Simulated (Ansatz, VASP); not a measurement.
**One calculation of C, two programs**

```
CELL_PARAMETERS angstrom
3.67356 0.00000 0.00000
-1.83678 3.18139 0.00000
0.00000 0.00000 1.28352
ATOMIC_POSITIONS crystal
C 0.00000 0.00000 0.00000
```

Alike in both runs: task relaxation of cell and atoms; functional PBE; k mesh 18 × 18 × 42; occupations gaussian, width 0.1 eV; no spin polarisation.

```csv
,VASP,Ansatz
version,VASP 6.6.1,Ansatz 0.2.0
potentials or method,"VASP PAW PBE potentials, release 64 (C), cutoff 600 eV","scalar-relativistic, plane waves, PAW"
valence electrons in the cell,4,4
```

```tsv
	VASP	Ansatz	Ansatz less VASP
gap on the k mesh at the Fermi level, each at its own relaxed structure (eV)	none	none	-
relaxed volume (Å³/atom)	19.67	21.32	+1.649
relaxed cell length with the largest relative difference (Å)	4.209	4.381	+0.1720
```

A gap of «none» marks a metal or a gap that the smearing closes. One of these differences is far larger than is usual between the two programs; its cause wasn't traced.

Noted on VASP's run: the volume moved by over 15 % at a fixed basis, so the end points are rough.
